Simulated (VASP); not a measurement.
Set up this calculation in VASP 6.6.1, as the native input.

```yaml
Task: electric field gradients
Functional: r2SCAN
Potentials_or_basis: VASP PAW PBE potentials, release 64 (Ru_pv)
Cutoff: 520 eV
k_mesh: 13 × 13 × 7
Occupations: fermi-dirac, width 0.05 eV
Spin: no spin polarisation
Dipole_correction: no
Further_INCAR_settings: ALGO = Normal; EDIFF = 1e-08; NBANDS = 21
```

The system is Ru.

```xyz
2
Lattice="2.6974 0.0000 0.0000 -1.3487 2.3361 0.0000 0.0000 0.0000 4.3699" Properties=species:S:1:pos:R:3 pbc="T T T"
Ru   -0.2023    1.4406    0.7647
Ru    1.5510    0.8955    3.6051
```

This cell differs from its parent crystal: shortest bond scaled by 0.7.

The input as run:

POSCAR

```
Ru
1.0
    2.6974396414      0.0000000000      0.0000000000
   -1.3487198207      2.3360512546      0.0000000000
    0.0000000000      0.0000000000      4.3698522191
Ru
2
Direct
    0.2333333333      0.6166666667      0.1750000000
    0.7666666667      0.3833333333      0.8250000000
```

INCAR.step1

```
SYSTEM = Ru
PREC     = Accurate       ! precision mode
ENCUT    = 520            ! plane-wave cutoff, eV
ISMEAR   = -1             ! smearing method
SIGMA    = 0.05           ! smearing width, eV
LREAL    = .False.        ! projectors in reciprocal space
LASPH    = .True.         ! aspherical terms in the spheres
NELM     = 80             ! most SCF steps
NBANDS   = 21             ! bands
GGA      = PE             ! functional
ALGO     = Normal         ! electronic algorithm
EDIFF    = 1E-4           ! SCF threshold, eV
LWAVE    = .True.         ! write WAVECAR
LCHARG   = .False.        ! write CHGCAR
```

INCAR.step2

```
SYSTEM = Ru
PREC     = Accurate       ! precision mode
ENCUT    = 520            ! plane-wave cutoff, eV
EDIFF    = 1E-8           ! SCF threshold, eV
ISMEAR   = -1             ! smearing method
SIGMA    = 0.05           ! smearing width, eV
LREAL    = .False.        ! projectors in reciprocal space
LASPH    = .True.         ! aspherical terms in the spheres
NELM     = 80             ! most SCF steps
ALGO     = Normal         ! electronic algorithm
ISIF     = 2              ! what is computed and relaxed
LWAVE    = .False.        ! write WAVECAR
LCHARG   = .False.        ! write CHGCAR
METAGGA  = R2SCAN         ! meta-GGA
LMIXTAU  = .True.       
LEFG     = .True.       
NBANDS   = 21             ! bands
ISTART   = 1
```

KPOINTS

```
Automatic mesh
0
Gamma
  13 13 7
  0 0 0
```

Potentials or basis: VASP PAW PBE potentials, release 64 (Ru_pv).

Run with:

```console
$ cat potpaw_PBE.64/Ru_pv/POTCAR > POTCAR
$ cp INCAR.step1 INCAR
$ mpirun -np 1 vasp_std > vasp.out
$ cp INCAR.step2 INCAR
$ mpirun -np 1 vasp_std > vasp.out
```

It gave:

```json
{
 "Pressure": "106.8 GPa",
 "Largest force": "21.028 eV/Å",
 "Band gap on the k mesh": "zero (bands 14 and 15 overlap by 1.89 eV)",
 "Largest electric field gradient by atom": "Ru +181.7 V/Å²"
}
```

Caveat: the cell differs from its parent crystal (shortest bond scaled by 0.7); atoms lie so close that the PAW spheres overlap strongly, which falsifies energies and pressures; the stress differs along the axes, from 58 to 152 GPa; without QUAD_EFG the Cq values of the log hold for a quadrupole moment of 1 mb, not for the nuclei; the PAW data sets were made with another functional, which shifts forces and pressure a little.

Wall time 16 min on 1 thread of Intel Xeon 8259CL (shared host), peak memory 0.26 GiB.
